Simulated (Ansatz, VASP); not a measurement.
**RbCaH3 in VASP and in Ansatz**

```
Rb Ca H
1.0
     4.05112    0.00000    0.00000
     0.00000    4.05112    0.00000
     0.00000    0.00000    5.72828
Rb Ca H
1 1 3
Cartesian
  0.0000 0.0000 0.0000
  2.0256 2.0256 2.8641
  0.0000 2.0256 2.8641
  2.0256 0.0000 2.8641
  2.0256 2.0256 0.0000
```

Alike in both runs: task single point; functional LDA; k mesh 6 × 6 × 6; occupations gaussian, width 0.05 eV; no spin polarisation.

|  | VASP | Ansatz |
| --- | --- | --- |
| version | VASP 6.6.1 | Ansatz 0.2.0 |
| potentials or method | VASP PAW LDA potentials, release 64 (Rb_sv, Ca_sv, H), cutoff 520 eV | scalar-relativistic, plane waves, PAW |
| valence electrons in the cell | 22 | 22 |

```tsv
	VASP	Ansatz	Ansatz less VASP
gap on the k mesh at the Fermi level (eV)	2.56	2.57	+0.014
least direct gap on the mesh (eV)	2.59	2.61	+0.018
pressure (GPa)	1.2	1.2	-0.04
traceless stress, the component that is largest in VASP (GPa)	-7.12	-7.02	+0.095
```

LDA's correlation is that of Perdew and Zunger in VASP and of Perdew and Wang (1992) in Ansatz.
